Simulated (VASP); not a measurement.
Write the native input for VASP 6.6.1 that does the following.

```yaml
Task: single point
Functional: PBE
Potentials_or_basis: VASP PAW PBE potentials, release 64 (Li_sv, Tl_d, B)
Cutoff: 520 eV
k_mesh: 4 × 4 × 4
Occupations: gaussian, width 0.2 eV
Spin: no spin polarisation
Dipole_correction: no
Further_INCAR_settings: ALGO = Fast; EDIFF = 1e-06; NBANDS = 50
```

The structure of Li3Tl2B lies in POSCAR:

```
Li3Tl2B
1.0
    2.1499451399     -2.8011670846      4.5918538834
    2.1518422445     -2.8184756216     -4.6015599912
    4.3243271142      5.6383226014      0.0089979577
Li Tl B
6 4 2
Direct
    0.8951364546      0.8950073425      0.1053475446
    0.3962344496      0.3940472611      0.6053069495
    0.6040132618      0.6054560236      0.3945699450
    0.1047755448      0.1051112353      0.8948043690
    0.4995821284      0.5003144764      0.9998995441
    0.9999070372      1.0000824320      0.4999825798
    0.0041620894      0.4953099660      0.2496412849
    0.5053973375      0.9954078485      0.7504798809
    0.4949253039      0.0048444800      0.2502007983
    0.9959049547      0.5046086047      0.7497662664
    0.2495855432      0.2500891631      0.2500848625
    0.7503758949      0.7497211669      0.7499159752
```

These files were run (other wordings do the same):

INCAR

```
ALGO = Fast ; EDIFF = 1E-6
ENCUT = 520 ; GGA = PE
ISIF = 2 ; ISMEAR = 0
LASPH = True ; LCHARG = False
LREAL = False ; LWAVE = False
NBANDS = 50 ; NELM = 100
PREC = Accurate ; SIGMA = 0.2
```

KPOINTS

```
k-points
0
Gamma
  4 4 4
```

Potentials or basis: VASP PAW PBE potentials, release 64 (Li_sv, Tl_d, B).

The run is started by

```console
$ cat potpaw_PBE.64/Li_sv/POTCAR potpaw_PBE.64/Tl_d/POTCAR potpaw_PBE.64/B/POTCAR > POTCAR
$ mpirun -np 1 vasp_std > vasp.out
```

Results of the run:

```json
{"Largest force": "0.009 eV/Å", "Band gap on the k mesh": "zero (bands 38 and 39 overlap by 0.85 eV)"}
```

Caveat: spin-orbit coupling is left out, which moves the levels of the heavy elements.

Wall time 24 min on 1 thread of Intel(R) Xeon(R) Platinum 8124M CPU @ 3.00GHz (Skylake/Cascade Lake) (shared host), peak memory 0.55 GiB.
